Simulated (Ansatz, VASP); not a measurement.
## Two plane-wave programs on LiCl

File INCAR:

```
SYSTEM = LiCl
PREC = Accurate ; ENCUT = 600
EDIFF = 1E-6 ; ISMEAR = 0
SIGMA = 0.1 ; LREAL = .FALSE.
LASPH = .TRUE. ; NELM = 60
ALGO = Normal ; ISIF = 3
LWAVE = .FALSE. ; LCHARG = .FALSE.
GGA = PE ; IBRION = 2
NSW = 90 ; EDIFFG = -0.04
```

The input KPOINTS:

```
regular mesh
0
G
  6 6 6
  0 0 0
```

POSCAR

```
LiCl
1.0
    0.0000000000      2.5754113221      2.5754113221
    2.5754113221      0.0000000000      2.5754113221
    2.5754113221      2.5754113221      0.0000000000
Li Cl
1 1
Direct
    0.5000000000      0.5000000000      0.5000000000
    0.0000000000      0.0000000000      0.0000000000
```

Input for Ansatz:

```yaml
crystal:
  lattice:
    - [0.0, 2.5754113221, 2.5754113221]
    - [2.5754113221, 0.0, 2.5754113221]
    - [2.5754113221, 2.5754113221, 0.0]
  atoms:
    - { symbol: Li, position: [0.5, 0.5, 0.5] }
    - { symbol: Cl, position: [0.0, 0.0, 0.0] }
basis:
  ecutwfc: 420
kpoints:
  mp_grid: { grid: [6, 6, 6] }
hamiltonian:
  xc: pbe
scf:
  occupations: { method: gaussian, width: 0.1 }
  lower_state_search: "off"
output:
  forces: true
  stress: true
  eigenvalues: true
relax:
  adjacent_minimum: "off"
  f_tol: 0.04
  max_steps: 70
  cell: { stress_tol: 0.4 }
```

Alike in both runs: task relaxation of cell and atoms; functional PBE; k mesh 6 × 6 × 6; occupations gaussian, width 0.1 eV; no spin polarisation.

```csv
,VASP,Ansatz
version,VASP 6.6.1,Ansatz 0.2.0
potentials or method,"VASP PAW PBE potentials, release 64 (Li_sv, Cl), cutoff 600 eV","scalar-relativistic, plane waves, PAW"
valence electrons in the cell,10,10
```

|  | VASP | Ansatz | Ansatz less VASP |
| --- | --- | --- | --- |
| gap on the k mesh at the Fermi level, each at its own relaxed structure (eV) | 6.27 | 6.26 | -0.012 |
| relaxed volume (Å³/atom) | 17.08 | 17.08 | 0.000 |
| relaxed cell length with the largest relative difference (Å) | 3.642 | 3.642 | 0.0000 |

Noted on VASP's run: the cutoff is short for stress, so the pressure is rough; the relaxation stopped at its first step, so nothing moved.
